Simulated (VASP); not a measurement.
Input of a VASP 6.6.1 run:

INCAR

```
SYSTEM = HfC
PREC     = Accurate       ! precision mode
ENCUT    = 600            ! plane-wave cutoff, eV
EDIFF    = 1E-6           ! SCF threshold, eV
ISMEAR   = -1             ! smearing method
SIGMA    = 0.05           ! smearing width, eV
LREAL    = .FALSE.        ! projectors in reciprocal space
LASPH    = .TRUE.         ! aspherical terms in the spheres
NELM     = 120            ! most SCF steps
ALGO     = Normal         ! electronic algorithm
ISIF     = 2              ! what is computed and relaxed
LWAVE    = .FALSE.        ! write WAVECAR
LCHARG   = .FALSE.        ! write CHGCAR
GGA      = PE             ! functional
IVDW     = 13             ! dispersion correction
NBANDS   = 14             ! bands
GGA_COMPAT= .FALSE.
```

File KPOINTS:

```
Automatic mesh
0
G
  11 11 11
  0 0 0
```

The input POSCAR:

```
HfC
1.0
    0.0000000000      2.3454856370      2.3454856370
    2.3454856370      0.0000000000      2.3454856370
    2.3454856370      2.3454856370      0.0000000000
Hf C
1 1
Direct
    0.5000000000      0.5000000000      0.5000000000
    0.0000000000      0.0000000000      0.0000000000
```

Potentials or basis: VASP PAW PBE potentials, release 64 (Hf_pv, C).

Launch:

```bash
$ cat potpaw_PBE.64/Hf_pv/POTCAR potpaw_PBE.64/C/POTCAR > POTCAR
$ mpirun -np 1 vasp_std > vasp.out
```

Question: Estimate the pressure.

Answer: -9.8 GPa.

Question: Predict the band gap on the k mesh.

Answer: Zero (bands 7 and 8 overlap by 1.41 eV).

Question: Estimate the dispersion energy per atom.

Answer: -0.243 eV.

Caveat: the cell stands under tension; spin-orbit coupling is left out, which moves the levels of the heavy elements.
